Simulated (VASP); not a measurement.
AlGa5P6:

```
CELL_PARAMETERS angstrom
3.87102 -0.03934 0.07370
-0.03934 4.03051 -0.00885
0.31247 -0.03750 16.78773
ATOMIC_POSITIONS crystal
Al 0.48211 0.50876 0.51565
Ga 0.02154 0.02034 0.01183
Ga 0.50155 0.53769 0.14770
Ga 0.00511 0.94976 0.33263
Ga 0.99851 0.00271 0.66135
Ga 0.54574 0.51498 0.82977
P 0.45755 0.00738 0.23952
P 0.05546 0.46772 0.41772
P 0.52187 0.95979 0.58401
P 0.00007 0.57790 0.74932
P 0.47406 0.95927 0.92936
P 0.93644 0.49370 0.08114
```

* Program: VASP 6.6.1
* Task: relaxation of cell and atoms
* Functional: PBE
* Potentials or basis: VASP PAW PBE potentials, release 64 (Al, Ga_d, P)
* Cutoff: 600 eV
* k mesh: 4 × 4 × 1
* Occupations: gaussian, width 0.1 eV
* Spin: no spin polarisation

At the start: pressure 1.1 GPa; volume 21.82 Å³/atom.

Where does the relaxation end?

Over 31 steps the energy falls by 323.8 meV/atom and the volume is 20.89 Å³/atom (-4.2 %); space group P1 (No. 1, to 0.1 Å) before, P-4m2 (No. 115, to 0.1 Å).

The path:
```csv
step,energy change (eV),largest force (eV/Å),pressure (GPa),volume (Å³)
1,0.0000,6.8906,1.08,261.81
2,-2.2889,2.0485,-2.40,266.86
3,-2.4116,2.1046,-2.64,265.57
4,-3.4159,1.1308,-0.40,253.39
5,-3.5421,1.1365,1.35,247.47
6,-3.7451,0.6162,-0.15,251.22
7,-3.7453,0.6250,-0.20,251.35
8,-3.8048,0.2524,-0.15,250.96
9,-3.8065,0.2383,-0.11,250.88
10,-3.8267,0.2685,0.09,250.22
11,-3.8352,0.3565,0.36,249.47
12,-3.8511,0.2432,0.10,250.33
13,-3.8650,0.2126,-0.44,252.18
14,-3.8771,0.1362,0.01,250.74
15,-3.8785,0.1153,0.19,250.18
16,-3.8815,0.0575,-0.07,250.90
17,-3.8815,0.0630,-0.10,250.98
18,-3.8826,0.0518,0.03,250.66
19,-3.8827,0.0563,0.06,250.55
20,-3.8835,0.0356,-0.03,250.77
21,-3.8838,0.0410,-0.08,250.94
22,-3.8845,0.0367,0.01,250.74
23,-3.8849,0.0419,0.07,250.54
24,-3.8851,0.0578,0.20,250.15
25,-3.8851,0.0533,0.11,250.29
26,-3.8857,0.0299,0.04,250.48
27,-3.8859,0.0293,0.00,250.59
28,-3.8860,0.0322,-0.06,250.82
29,-3.8860,0.0299,0.01,250.71
30,-3.8860,0.0311,-0.03,250.75
31,-3.8862,0.0137,-0.02,250.74
```

Final structure:
```
Al Ga P
1.0
     3.91168    0.00037    0.00006
    -0.00077    3.91223    0.00020
    -0.00172   -0.00236   16.38439
Al Ga P
1 5 6
Direct
  0.50012 0.50005 0.50003
  0.99956 0.00048 0.99998
  0.49968 0.49917 0.16659
  0.99915 0.99957 0.33330
  0.00093 0.99967 0.66671
  0.50068 0.50088 0.83342
  0.49925 0.99923 0.24991
  0.00008 0.49969 0.41715
  0.50094 0.00011 0.58284
  0.00059 0.50003 0.75014
  0.49958 0.00096 0.91667
  0.99944 0.50017 0.08325
```
